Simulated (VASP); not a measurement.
# KBr (Pm-3m) in VASP: further runs

The runs below take KBr through single point, with LDA, r2SCAN, PBE.

Program: VASP 6.6.1. These are calculated values, not measurements. Logs are shortened: lines on timing, memory, paths and dates and some standing lists are left out, and cuts for length are marked.

## 1. The cell of the first run

The structure is cubic, space group Pm-3m (No. 221). Conventional cell: a = 3.976 Å, b = 3.976 Å, c = 3.976 Å, α = 90.00°, β = 90.00°, γ = 90.00°. K (site symmetry m-3m) has 8 Br at 3.44 Å and 6 K at 3.98 Å within 4.5 Å. Br (site symmetry m-3m) has 8 K at 3.44 Å and 6 Br at 3.98 Å within 4.5 Å.

## 2. Single point, LDA

File INCAR:

```
SYSTEM = KBr
PREC     = Accurate       ! precision mode
ENCUT    = 520            ! plane-wave cutoff, eV
EDIFF    = 1E-7           ! SCF threshold, eV
ISMEAR   = 0              ! smearing method
SIGMA    = 0.01           ! smearing width, eV
LREAL    = .False.        ! projectors in reciprocal space
LASPH    = .True.         ! aspherical terms in the spheres
NELM     = 100            ! most SCF steps
ALGO     = Normal         ! electronic algorithm
ISIF     = 2              ! what is computed and relaxed
LWAVE    = .False.        ! write WAVECAR
LCHARG   = .False.        ! write CHGCAR
GGA      = CA             ! functional
NBANDS   = 15             ! bands
```

File KPOINTS:

```
regular mesh
0
Gamma
  4 4 4
  0 0 0
```

File POSCAR:

```
KBr
1.0
    3.9762553130      0.0000000000      0.0000000000
    0.0000000000      3.9762553130      0.0000000000
    0.0000000000      0.0000000000      3.9762553130
K Br
1 1
Direct
    0.0000000000      0.0000000000      0.0000000000
    0.5000000000      0.5000000000      0.5000000000
```

Potentials or basis: VASP PAW LDA potentials, release 64 (K_sv, Br).

Launch:

```console
$ cat potpaw_LDA.64/K_sv/POTCAR potpaw_LDA.64/Br/POTCAR > POTCAR
$ mpirun -np 1 vasp_std > vasp.out
```

OUTCAR:

```text
SYSTEM = KBr
   PREC = Accurate
   ENCUT = 520
   EDIFF = 1E-7
   ISMEAR = 0
   LREAL = .False.
   LASPH = .True.
   NELM = 100
   ISIF = 2
   GGA = CA

 ion  position               nearest neighbor table
   1  0.000  0.000  0.000-
   2  0.500  0.500  0.500-

  LATTYP: Found a simple cubic cell.
 ALAT       =     3.9762553130

  Lattice vectors:

 A1 = (   3.9762553130,   0.0000000000,   0.0000000000)
 A2 = (   0.0000000000,   3.9762553130,   0.0000000000)
 A3 = (   0.0000000000,   0.0000000000,   3.9762553130)

Analysis of symmetry for initial positions (statically):
=====================================================================
 Subroutine PRICEL returns:
 Original cell was already a primitive cell.

 Routine SETGRP: Setting up the symmetry group for a
 simple cubic supercell.

 Subroutine GETGRP returns: Found 48 space group operations
 (whereof 48 operations were pure point group operations)
 out of a pool of 48 trial point group operations.

The static configuration has the point symmetry O_h .

Analysis of symmetry for dynamics (positions and initial velocities):
=====================================================================
 Subroutine PRICEL returns:
 Original cell was already a primitive cell.

 Routine SETGRP: Setting up the symmetry group for a
 simple cubic supercell.

 Subroutine GETGRP returns: Found 48 space group operations
 (whereof 48 operations were pure point group operations)
 out of a pool of 48 trial point group operations.

The dynamic configuration has the point symmetry O_h .

 Subroutine INISYM returns: Found 48 space group operations
 (whereof 48 operations are pure point group operations),
 and found     1 'primitive' translations

----------------------------------------------------------------------------------------

                                     Primitive cell

  volume of cell :      62.8670

  direct lattice vectors                    reciprocal lattice vectors
     3.976255313  0.000000000  0.000000000     0.251492905  0.000000000  0.000000000
     0.000000000  3.976255313  0.000000000     0.000000000  0.251492905  0.000000000
     0.000000000  0.000000000  3.976255313     0.000000000  0.000000000  0.251492905

  length of vectors
     3.976255313  3.976255313  3.976255313     0.251492905  0.251492905  0.251492905

  position of ions in fractional coordinates (direct lattice)
     0.000000000  0.000000000  0.000000000
     0.500000000  0.500000000  0.500000000

  ion indices of the primitive-cell ions
   primitive index   ion index
                 1           1
                 2           2

----------------------------------------------------------------------------------------

 KPOINTS: regular mesh

Automatic generation of k-mesh.
 Grid dimensions read from file:
 generate k-points for:    4    4    4

 Generating k-lattice:

  Cartesian coordinates                     Fractional coordinates (reciprocal lattice)
     0.062873226  0.000000000  0.000000000     0.250000000  0.000000000  0.000000000
     0.000000000  0.062873226  0.000000000     0.000000000  0.250000000  0.000000000
     0.000000000  0.000000000  0.062873226     0.000000000  0.000000000  0.250000000

  Length of vectors
     0.062873226  0.062873226  0.062873226

  Shift w.r.t. Gamma in fractional coordinates (k-lattice)
     0.000000000  0.000000000  0.000000000

 Subroutine IBZKPT returns following result:
 ===========================================

 Found     10 irreducible k-points:

 Following reciprocal coordinates:
            Coordinates               Weight
  0.000000  0.000000  0.000000      1.000000
  0.250000  0.000000  0.000000      6.000000
  0.500000  0.000000  0.000000      3.000000
  0.250000  0.250000  0.000000     12.000000
  0.500000  0.250000  0.000000     12.000000
  0.500000  0.500000  0.000000      3.000000
  0.250000  0.250000  0.250000      8.000000
  0.500000  0.250000  0.250000     12.000000
  0.500000  0.500000  0.250000      6.000000
  0.500000  0.500000  0.500000      1.000000
   k-points           NKPTS =     10   k-points in BZ     NKDIM =     10   number of bands    NBANDS=     15
   number of dos      NEDOS =    301   number of ions     NIONS =      2
   total plane-waves  NPLWV =  27000
   dimension x,y,z NGX =    30 NGY =   30 NGZ =   30
   dimension x,y,z NGXF=    60 NGYF=   60 NGZF=   60
   ions per type =               1   1
   NGX,Y,Z   is equivalent  to a cutoff of  12.54, 12.54, 12.54 a.u.
   NGXF,Y,Z  is equivalent  to a cutoff of  25.09, 25.09, 25.09 a.u.
 SYSTEM =  KBr
   PREC   = accura    normal or accurate (medium, high low for compatibility)
   ISTART =      0    job   : 0-new  1-cont  2-samecut
   ICHARG =      2    charge: 1-file 2-atom 10-const
   ISPIN  =      1    spin polarized calculation?
   LNONCOLLINEAR =      F non collinear calculations
   LSORBIT =      F    spin-orbit coupling
   LASPH  =      T    aspherical Exc in radial PAW
   ENCUT  =  520.0 eV  38.22 Ry    6.18 a.u.   7.39  7.39  7.39*2*pi/ulx,y,z
   NELM   =    100;   NELMIN=  2; NELMDL= -5     # of ELM steps
   EDIFF  = 0.1E-06   stopping-criterion for ELM
   LREAL  =      F    real-space projection
   EDIFFG = 0.1E-05   stopping-criterion for IOM
   NSW    =      0    number of steps for IOM
   IBRION =     -1    ionic relax: 0-MD 1-quasi-New 2-CG
   NFREE  =      0    steps in history (QN), initial steepest desc. (CG)
   ISIF   =      2    stress and relaxation
   ISYM   =      2    0-nonsym 1-usesym 2-fastsym
   POTIM  = 0.5000    time-step for ionic-motion
   TEBEG  =    0.0;   TEEND  =   0.0 temperature during run
   PSTRESS=    0.0 pullay stress
   NELECT =      16.0000    total number of electrons
   NUPDOWN=      -1.0000    fix difference up-down
   EMIN   =  10.00;   EMAX   =-10.00  energy-range for DOS
   EFERMI =   0.00;   METHOD = LEGACY
   ISMEAR =     0;   SIGMA  =   0.01  broadening in eV -4-tet -1-fermi 0-gaus
   EFERMI_NEDOS =   21; number of points for ismear=-14 and -15
   IALGO  =     38    algorithm
   IMIX   =      4    mixing-type and parameters
     AMIX     =   0.40;   BMIX     =  1.00
     AMIX_MAG =   1.60;   BMIX_MAG =  1.00
  volume/ion in A,a.u.               =      31.43       212.12
  Fermi-wavevector in a.u.,A,eV,Ry     =   1.037466  1.960527 14.644438  1.076336
  Thomas-Fermi vector in A             =   2.171905
   LORBIT       =      0    0 simple, 1 ext, 2 COOP (PROOUT), +10 PAW based schemes
   GGA     = CA    functional components
   LHFCALC =     F    Hartree Fock is set to
   AEXX    =    0.0000 exact exchange contribution
   IVDW    =     0    specifies the selected vdW correction
   LEPSILON=     F    determine dielectric tensor
   LRPA    =     F    only Hartree local field effects (RPA)
 non-spin polarized calculation
 Gauss-broadening in eV      SIGMA  =   0.01
  energy-cutoff  :      520.00
  volume of cell :       62.87
 maximum number of plane-waves:      1743
 NGX is ok and might be reduce to    30
   NGX = 15   NGY = 15   NGZ = 15

 number of electron      15.9999996 magnetization

 Free energy of the ion-electron system (eV)
  ---------------------------------------------------
  ext. energy  EPLUGINS =         0.00000000
  ---------------------------------------------------
  free energy    TOTEN  =        -6.72567484 eV

  energy without entropy =       -6.72567484  energy(sigma->0) =       -6.72567484

 E-fermi :  -0.6081     XC(G=0):  -8.5267

 val. band max:       -0.6607369828   @ k =   0.5000   0.5000   0.0000
 cond. band min:       2.9683119399   @ k =   0.0000   0.0000   0.0000
 fundamental gap:      3.6290489226
 Fermi energy:        -0.6080813689

 k-point     1 :       0.0000    0.0000    0.0000
  band No.  band energies     occupation
      1     -28.8789      2.00000
      2     -13.5754      2.00000
      3     -12.5331      2.00000
      4     -12.5331      2.00000
      5     -12.5331      2.00000
      6      -0.9469      2.00000
      7      -0.9469      2.00000
      8      -0.9469      2.00000
      9       2.9683      0.00000
     10       4.8452      0.00000
     11       4.8452      0.00000
     12       8.9454      0.00000
     13       8.9454      0.00000
     14       8.9454      0.00000
     15      11.7304      0.00000

 k-point     2 :       0.2500    0.0000    0.0000
  band No.  band energies     occupation
      1     -28.8719      2.00000
      2     -13.6487      2.00000
      3     -12.5204      2.00000
      4     -12.5204      2.00000
      5     -12.4514      2.00000
      6      -2.0609      2.00000
      7      -0.9392      2.00000
      8      -0.9392      2.00000
      9       4.2268      0.00000
     10       5.3302      0.00000
     11       6.0851      0.00000
     12       8.8126      0.00000
     13       8.8126      0.00000
     14       9.1971      0.00000
     15       9.8181      0.00000

 k-point     3 :       0.5000    0.0000    0.0000
  band No.  band energies     occupation
      1     -28.8650      2.00000
      2     -13.7227      2.00000
      3     -12.5076      2.00000
      4     -12.5076      2.00000
      5     -12.3624      2.00000
      6      -2.8440      2.00000
      7      -0.9328      2.00000
      8      -0.9328      2.00000
      9       5.6757      0.00000
     10       6.2234      0.00000
     11       6.9624      0.00000
     12       8.0521      0.00000
     13       8.9588      0.00000
     14       8.9588      0.00000
     15       9.5077      0.00000
[... 91 lines left out ...]
 k-point     9 :       0.5000    0.5000    0.2500
  band No.  band energies     occupation
      1     -28.8459      2.00000
      2     -13.2220      2.00000
      3     -12.6925      2.00000
      4     -12.6925      2.00000
      5     -12.5806      2.00000
      6      -2.2217      2.00000
      7      -2.2217      2.00000
      8      -1.5685      2.00000
      9       5.1585      0.00000
     10       6.8234      0.00000
     11       6.8234      0.00000
     12       7.2526      0.00000
     13       9.1668      0.00000
     14       9.1668      0.00000
     15      10.4990      0.00000

 k-point    10 :       0.5000    0.5000    0.5000
  band No.  band energies     occupation
      1     -28.8397      2.00000
      2     -13.1482      2.00000
      3     -12.6703      2.00000
      4     -12.6703      2.00000
      5     -12.6703      2.00000
      6      -2.2607      2.00000
      7      -2.2607      2.00000
      8      -2.2607      2.00000
      9       6.5497      0.00000
     10       6.5497      0.00000
     11       6.5497      0.00000
     12       8.7385      0.00000
     13       8.7385      0.00000
     14       8.7385      0.00000
     15      10.5837      0.00000

------------------------ aborting loop because EDIFF is reached ----------------------------------------

  FORCE on cell =-STRESS in cart. coord.  units (eV):
  Direction    XX          YY          ZZ          XY          YZ          ZX
  --------------------------------------------------------------------------------------
  -------------------------------------------------------------------------------------
  Total       -0.7748732     -0.7748732     -0.7748732      0.0000000     -0.0000000      0.0000000
  in kB      -19.7477870    -19.7477870    -19.7477870      0.0000000     -0.0000000      0.0000000
  external PRESSURE =     -19.7477870 kB  Pullay stress =       0.0000000 kB

 VOLUME and BASIS-vectors are now :
 -----------------------------------------------------------------------------
  energy-cutoff  :      520.00
  volume of cell :       62.87
      direct lattice vectors                 reciprocal lattice vectors
     3.976255313  0.000000000  0.000000000     0.251492905  0.000000000  0.000000000
     0.000000000  3.976255313  0.000000000     0.000000000  0.251492905  0.000000000
     0.000000000  0.000000000  3.976255313     0.000000000  0.000000000  0.251492905

 POSITION                                       TOTAL-FORCE (eV/Angst)
 -----------------------------------------------------------------------------------
      0.00000      0.00000      0.00000         0.000000      0.000000      0.000000
      1.98813      1.98813      1.98813         0.000000      0.000000      0.000000
 -----------------------------------------------------------------------------------
    total drift:                                0.000000      0.000000     -0.000000

  FREE ENERGIE OF THE ION-ELECTRON SYSTEM (eV)
  ---------------------------------------------------
  free  energy   TOTEN  =        -6.7256748361 eV

  energy  without entropy=       -6.7256748361  energy(sigma->0) =       -6.72567484
```

It took 13 s on 1 thread of Intel Xeon 8259CL, shared host; peak memory 0.15 GiB.

Results:

```yaml
Free_energy: -6.7257 eV
Pressure: -2.0 GPa
Band_gap_on_the_k_mesh: 3.63 eV (least direct gap 3.92 eV)
```

Caveat: the structure was generated, so it needn't be the stable form of KBr.

## 3. Single point, r2SCAN

POSCAR is that of step 2.

File INCAR.step1:

```
SYSTEM = KBr
ALGO = Normal
EDIFF = 1E-4
ENCUT = 520
GGA = PE
ISMEAR = 0
LASPH = .TRUE.
LCHARG = .FALSE.
LREAL = .FALSE.
LWAVE = .TRUE.
NBANDS = 15
NELM = 100
PREC = Accurate
SIGMA = 0.01
```

File INCAR.step2:

```
SYSTEM = KBr
ALGO = Normal
EDIFF = 1E-6
ENCUT = 520
ISIF = 2
ISMEAR = 0
ISTART = 1
LASPH = .TRUE.
LCHARG = .FALSE.
LMIXTAU = .TRUE.
LREAL = .FALSE.
LWAVE = .FALSE.
METAGGA = R2SCAN
NBANDS = 15
NELM = 100
PREC = Accurate
SIGMA = 0.01
```

File KPOINTS:

```
k-points
0
G
  4 4 4
  0 0 0
```

Potentials or basis: VASP PAW PBE potentials, release 64 (K_sv, Br).

Launch:

```console
$ cat potpaw_PBE.64/K_sv/POTCAR potpaw_PBE.64/Br/POTCAR > POTCAR
$ cp INCAR.step1 INCAR
$ mpirun -np 1 vasp_std > vasp.out
$ cp INCAR.step2 INCAR
$ mpirun -np 1 vasp_std > vasp.out
```

It took 81 s on 1 thread of Intel Xeon 8259CL, shared host; peak memory 0.17 GiB.

Results (log left out):

* Free energy: -23.1398 eV
* Pressure: 0.0 GPa
* Band gap on the k mesh: 4.77 eV (least direct gap 5.05 eV)

Levels at points of the mesh, in eV from the valence-band top:
```
           k point  band 4  band 5  band 6  band 7  band 8  band 9  band 10  band 11  band 12  band 13
(0.00, 0.00, 0.00)  -12.40  -12.40   -0.28   -0.28   -0.28    4.77     6.35     6.35    10.55    10.55
(0.50, 0.00, 0.00)  -12.38  -12.19   -2.09   -0.26   -0.26    7.40     7.77     8.67     9.59    10.62
(0.50, 0.50, 0.00)  -12.57  -12.36   -1.50   -1.50    0.00    5.84     7.26     8.79     8.79    11.46
(0.50, 0.50, 0.50)  -12.53  -12.53   -1.56   -1.56   -1.56    8.14     8.14     8.14    10.41    10.41
```

Caveat: the structure was generated, so it needn't be the stable form of KBr; the PAW data sets were made with another functional, which shifts forces and pressure a little. A k mesh can miss the band edges.

## 4. Single point, PBE

File INCAR:

```
SYSTEM = KBr
ALGO = Normal
EDIFF = 1E-6
ENCUT = 520
GGA = PE
ISIF = 2
ISMEAR = 0
LASPH = .TRUE.
LCHARG = .FALSE.
LREAL = .FALSE.
LWAVE = .FALSE.
NBANDS = 15
NELM = 60
PREC = Accurate
SIGMA = 0.01
```

File KPOINTS:

```
k-points
0
G
  6 6 6
  0 0 0
```

POSCAR is that of step 3.

Launch:

```console
$ cat potpaw_PBE.64/K_sv/POTCAR potpaw_PBE.64/Br/POTCAR > POTCAR
$ mpirun -np 1 vasp_std > vasp.out
```

Run time: 26 s. Hardware: 1 thread of Intel Xeon 8259CL, shared host; peak memory 0.17 GiB.

Results (log left out):

| Item | Value |
| --- | --- |
| Free energy | -6.0698 eV |
| Pressure | 0.9 GPa |
| Band gap on the k mesh | 4.02 eV (least direct gap 4.30 eV) |

Levels at points of the mesh, in eV from the valence-band top:
| k point | band 6 | band 7 | band 8 | band 9 | band 10 | band 11 |
| --- | --- | --- | --- | --- | --- | --- |
| (0.00, 0.00, 0.00) | -0.28 | -0.28 | -0.28 | 4.02 | 5.79 | 5.79 |
| (0.50, 0.00, 0.00) | -2.10 | -0.26 | -0.26 | 6.67 | 7.18 | 7.93 |
| (0.50, 0.50, 0.00) | -1.48 | -1.48 | 0.00 | 5.23 | 6.54 | 8.07 |
| (0.50, 0.50, 0.50) | -1.55 | -1.55 | -1.55 | 7.51 | 7.51 | 7.51 |

Caveat: the structure was generated, so it needn't be the stable form of KBr. A k mesh can miss the band edges.

## 5. Single point, PBE

File INCAR:

```
PREC = Accurate
ENCUT = 520
EDIFF = 1E-6
ISMEAR = 0
SIGMA = 0.01
LREAL = False
LASPH = True
NELM = 80
ALGO = Normal
ISIF = 2
LWAVE = False
LCHARG = True
GGA = PE
LELF = True
LVHAR = True
NBANDS = 15
```

File KPOINTS:

```
regular mesh
0
Gamma
  6 6 6
```

POSCAR is that of step 4.

Launch:

```console
$ cat potpaw_PBE.64/K_sv/POTCAR potpaw_PBE.64/Br/POTCAR > POTCAR
$ mpirun -np 1 vasp_std > vasp.out
```

Run time: 29 s. Hardware: 1 thread of Intel Xeon 8259CL, shared host; peak memory 0.17 GiB.

It converged, with:

* Free energy: -6.0698 eV
* Pressure: 0.9 GPa
* Band gap on the k mesh: 4.02 eV (least direct gap 4.30 eV)

Levels at points of the mesh, in eV from the valence-band top:
```csv
k point,band 4,band 5,band 6,band 7,band 8,band 9,band 10,band 11,band 12,band 13
"(0.00, 0.00, 0.00)",-12.02,-12.02,-0.28,-0.28,-0.28,4.02,5.79,5.79,9.76,9.76
"(0.50, 0.00, 0.00)",-12.00,-11.81,-2.10,-0.26,-0.26,6.67,7.18,7.93,8.92,9.81
"(0.50, 0.50, 0.00)",-12.19,-11.98,-1.48,-1.48,0.00,5.23,6.54,8.07,8.07,10.64
"(0.50, 0.50, 0.50)",-12.15,-12.15,-1.55,-1.55,-1.55,7.51,7.51,7.51,9.60,9.60
```

Caveat: the structure was generated, so it needn't be the stable form of KBr.

(Part 1 of 2 ends here.)
